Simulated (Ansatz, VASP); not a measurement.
## La: VASP beside Ansatz

POSCAR

```
La
1.0
   -2.1069968026      2.1069968026      2.1069968026
    2.1069968026     -2.1069968026      2.1069968026
    2.1069968026      2.1069968026     -2.1069968026
La
1
Direct
    0.0000000000      0.0000000000      0.0000000000
```

INCAR.step1

```
SYSTEM = La
PREC = Accurate ; ENCUT = 600
ISMEAR = -1 ; SIGMA = 0.05
LREAL = .FALSE. ; LASPH = .TRUE.
NELM = 150 ; ISPIN = 2
MAGMOM = 1 ; LMAXMIX = 6
GGA = PE ; ALGO = Normal
EDIFF = 1E-4 ; LWAVE = .TRUE.
LCHARG = .FALSE.
```

File INCAR.step2:

```
SYSTEM = La
PREC = Accurate ; ENCUT = 600
EDIFF = 1E-7 ; ISMEAR = -1
SIGMA = 0.05 ; LREAL = .FALSE.
LASPH = .TRUE. ; NELM = 150
ALGO = Normal ; ISIF = 3
LWAVE = .FALSE. ; LCHARG = .FALSE.
ISPIN = 2 ; MAGMOM = 1
LORBIT = 11 ; LMAXMIX = 6
METAGGA = R2SCAN ; LMIXTAU = .TRUE.
IBRION = 2 ; NSW = 80
EDIFFG = -0.01 ; ISTART = 1
```

The input KPOINTS:

```
Automatic mesh
0
G
  11 11 11
  0 0 0
```

Input for Ansatz:

```yaml
crystal:
  lattice:
    - [-2.1069968026, 2.1069968026, 2.1069968026]
    - [2.1069968026, -2.1069968026, 2.1069968026]
    - [2.1069968026, 2.1069968026, -2.1069968026]
  atoms:
    - { symbol: La, position: [0.0, 0.0, 0.0], spin: 1.0 }
hamiltonian:
  xc: r2scan
  pseudopotentials:
    kind: paw
    azcp:
      La: "pseudopotentials/La.paw.azcp"
basis:
  ecutwfc: 500
  fft_grid_basis: typed
kpoints:
  mp_grid: { grid: [11, 11, 11], shift: [0, 0, 0] }
magnetization:
  spin_polarized: true
scf:
  occupations: { method: fermi_dirac, width: 0.05 }
relax:
  max_steps: 60
  f_tol: 0.01
  cell: {}
```

Alike in both runs: task relaxation of cell and atoms; functional r2SCAN; k mesh 11 × 11 × 11; occupations fermi-dirac, width 0.05 eV; collinear spin.

```csv
,VASP,Ansatz
version,VASP 6.6.1,Ansatz 0.2.0
potentials or method,"VASP PAW PBE potentials, release 64 (La), cutoff 600 eV","plane waves (500 eV) with PAW, scalar-relativistic"
valence electrons in the cell,11,11
```

```tsv
	VASP	Ansatz	Ansatz less VASP
net moment per atom (μB)	0.59	0.60	+0.002
size of the moment on the site where the two differ most (μB)	0.27	0.36	+0.093
relaxed volume (Å³/atom)	38.38	38.31	-0.075
relaxed length of the cell vector where the two differ most in proportion (Å)	3.681	3.678	-0.0024
```

VASP's potentials were made for PBE, not for r2SCAN. Site moments also hang on the region over which each program counts them.

Neither program's run includes spin-orbit coupling.
